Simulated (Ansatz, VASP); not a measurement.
**One calculation of Bi2Te3, two programs**

The input INCAR:

```
PREC     = Accurate       # precision mode
ENCUT    = 520            # plane-wave cutoff, eV
EDIFF    = 1E-7           # SCF threshold, eV
ISMEAR   = 0              # smearing method
SIGMA    = 0.1            # smearing width, eV
LREAL    = F              # projectors in reciprocal space
LASPH    = T              # aspherical terms in the spheres
NELM     = 80             # most SCF steps
ALGO     = Normal         # electronic algorithm
ISIF     = 2              # what is computed and relaxed
LWAVE    = F              # write WAVECAR
LCHARG   = T              # write CHGCAR
GGA      = PS             # functional
LELF     = T              # ELF
LVHAR    = T            
NBANDS   = 32             # bands
```

File KPOINTS:

```
regular mesh
0
Gamma
  6 6 6
```

File POSCAR:

```
Bi2Te3
1.0
    2.2085012539      1.2750787934      9.9466700000
   -2.2085012539      1.2750787934      9.9466700000
    0.0000000000     -2.5501575869      9.9466700000
Bi Te
2 3
Direct
    0.8120000000      0.8120000000      0.8120000000
    0.4020000000      0.4020000000      0.4020000000
    0.6110000000      0.6110000000      0.6110000000
    0.2000000000      0.2000000000      0.2000000000
    0.0000000000      0.0000000000      0.0000000000
```

Input for Ansatz:

```yaml
crystal:
  lattice:
    - [2.2085012539, 1.2750787934, 9.94667]
    - [-2.2085012539, 1.2750787934, 9.94667]
    - [0.0, -2.5501575869, 9.94667]
  atoms:
    - { symbol: Bi, position: [0.812, 0.812, 0.812] }
    - { symbol: Bi, position: [0.402, 0.402, 0.402] }
    - { symbol: Te, position: [0.611, 0.611, 0.611] }
    - { symbol: Te, position: [0.2, 0.2, 0.2] }
    - { symbol: Te, position: [0.0, 0.0, 0.0] }
basis:
  ecutwfc: 420
kpoints:
  mp_grid: { grid: [6, 6, 6] }
hamiltonian:
  xc: pbesol
scf:
  occupations: { method: gaussian, width: 0.1 }
output:
  forces: true
  stress: true
  eigenvalues: true
```

Alike in both runs: task single point; functional PBEsol; k mesh 6 × 6 × 6; occupations gaussian, width 0.1 eV; no spin polarisation.

|  | VASP | Ansatz |
| --- | --- | --- |
| version | VASP 6.6.1 | Ansatz 0.2.0 |
| potentials or method | VASP PAW PBE potentials, release 64 (Bi_d, Te), cutoff 520 eV | scalar-relativistic, plane waves, PAW |
| valence electrons in the cell | 48 | 78 |

```tsv
	VASP	Ansatz	Ansatz less VASP
gap on the k mesh at the Fermi level (eV)	none	none	-
pressure (GPa)	-0.8	-0.8	-0.01
traceless stress, the component that is largest in VASP (GPa)	-0.69	-0.68	+0.012
rms of the force components (eV/Å)	0.477	0.471	-0.0058
```

VASP's potentials were made for PBE, not for PBEsol. Atom by atom the forces differ by 0.007 eV/Å (rms over components). A gap of «none» marks a metal or a gap that the smearing closes. With one functional, cell and mesh, what is left measures potentials, basis and numerics. VASP's potentials hold 48 valence electrons a cell and Ansatz's 78, so a difference there can come from the potentials and not from the codes.

Spin-orbit coupling is off throughout.
